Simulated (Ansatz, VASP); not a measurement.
# One calculation of Ta, two programs

```xyz
2
Lattice="0.0000 3.0023 3.0023 3.0023 0.0000 3.0023 3.0023 3.0023 0.0000" Properties=species:S:1:pos:R:3 pbc="T T T"
Ta    0.7506    0.7506    0.7506
Ta    5.2541    5.2541    5.2541
```

Alike in both runs: task single point; functional PBEsol; k mesh 10 × 10 × 10; occupations fermi-dirac, width 0.1 eV; no spin polarisation.

```csv
,VASP,Ansatz
version,VASP 6.6.1,Ansatz 0.2.0
potentials or method,"VASP PAW PBE potentials, release 64 (Ta_pv), cutoff 520 eV","plane waves (420 eV) with PAW, scalar-relativistic"
valence electrons in the cell,22,26
```

```csv
,VASP,Ansatz,Ansatz less VASP
pressure (GPa),0.1,0.0,-0.12
```

VASP's potentials were made for PBE, not for PBEsol, and Ansatz warns of the same on its side. With one functional, cell and mesh, what is left measures potentials, basis and numerics. VASP's potentials hold 22 valence electrons a cell and Ansatz's 26, so a difference there can come from the potentials and not from the codes.

Neither program's run includes spin-orbit coupling.
